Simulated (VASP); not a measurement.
Runs of VASP 6.6.1 on LiC3. The structure is that of space group P6/mmm (No. 191), or close to it. The cells are those of the table. 

```tsv
task	cell	k mesh	cutoff (eV)	smearing	gap on the mesh (eV)	pressure (GPa)	relaxed volume (Å³/atom)	largest force (eV/Å)
relaxation of cell and atoms	relaxed from a = 4.254, b = 4.254, c = 2.481 Å, angles 90.0, 90.0, 120.0°, 8 atoms	6 × 6 × 8	600	gaussian 0.1 eV	none	0.0	7.12	0.03
single point	a = 4.254, b = 4.254, c = 2.481 Å, angles 90.0, 90.0, 120.0°, 8 atoms	6 × 6 × 8	520	gaussian 0.1 eV	none	-	-	(a)
single point	a = 4.394, b = 4.394, c = 3.603 Å, angles 90.0, 90.0, 120.0°, 8 atoms	12 × 12 × 10	520	gaussian 0.1 eV	none	-	-	-
single point	a = 3.603, b = 4.394, c = 4.394 Å, angles 120.0, 90.0, 90.0°, 8 atoms	6 × 6 × 6	520	gaussian 0.2 eV	none	-	-	0.02
relaxation of cell and atoms	relaxed from a = 4.396, b = 4.396, c = 3.578 Å, angles 90.0, 90.0, 120.0°, 8 atoms	12 × 12 × 10	600	gaussian 0.1 eV	none	0.2	7.50	0.01
single point	a = 3.587, b = 4.397, c = 4.397 Å, angles 120.0, 90.0, 90.0°, 8 atoms	6 × 6 × 6	520	gaussian 0.2 eV	none	-	-	-
single point	a = 4.396, b = 4.396, c = 3.578 Å, angles 90.0, 90.0, 120.0°, 8 atoms	6 × 6 × 8	520	gaussian 0.1 eV	none	-	-	-
```

Alike in all rows: level PBE; potentials or basis VASP PAW PBE potentials, release 64 (Li_sv, C); no spin polarisation.

Q: Fill in the values left out.

A: (a) 1.22.

Caveats: the cutoff is under 1.25 times the usual one of these potentials, so pressure, stress and relaxed cells hold a basis-set (Pulay) error; the volume moved by over 15 % at a fixed basis, so the end points are rough (some runs); forces of over 1 eV/Å act on the atoms, so gaps and moduli don't describe the material at rest (some runs).

A gap of «none» marks levels without a gap at the run's occupations.
